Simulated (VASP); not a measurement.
CaS, 2 atoms in the cell. Symmetry: Fm-3m, No. 225, cubic system. The conventional cell has a = 5.686 Å, b = 5.686 Å, c = 5.686 Å, α = 90.00°, β = 90.00°, γ = 90.00°. Ca (site symmetry m-3m) has 6 S at 2.84 Å within 3.7 Å. S (site symmetry m-3m) has 6 Ca at 2.84 Å within 3.7 Å. 

```yaml
Program: VASP 6.6.1
Task: electric field gradients
Functional: PBE
Potentials_or_basis: VASP PAW PBE potentials, release 64 (Ca_sv, S)
Cutoff: 400 eV
k_mesh: 7 × 7 × 7
Occupations: fermi-dirac, width 0.01 eV
Spin: no spin polarisation
Dipole_correction: no
Further_INCAR_settings: ALGO = Normal; EDIFF = 1e-08; NBANDS = 15
```

Potentials or basis: VASP PAW PBE potentials, release 64 (Ca_sv, S).

Launch:

```sh
$ cat potpaw_PBE.64/Ca_sv/POTCAR potpaw_PBE.64/S/POTCAR > POTCAR
$ mpirun -np 1 vasp_std > vasp.out
```

Hardware: 1 thread of Intel Xeon 8259CL, on a shared host.

**Question.** Estimate the wall time of this run.

**Answer.** It took 9.8 s on 1 thread of Intel Xeon 8259CL, with other jobs on the host, peak memory 0.15 GiB. Counts: scf iterations 16, k points 20.
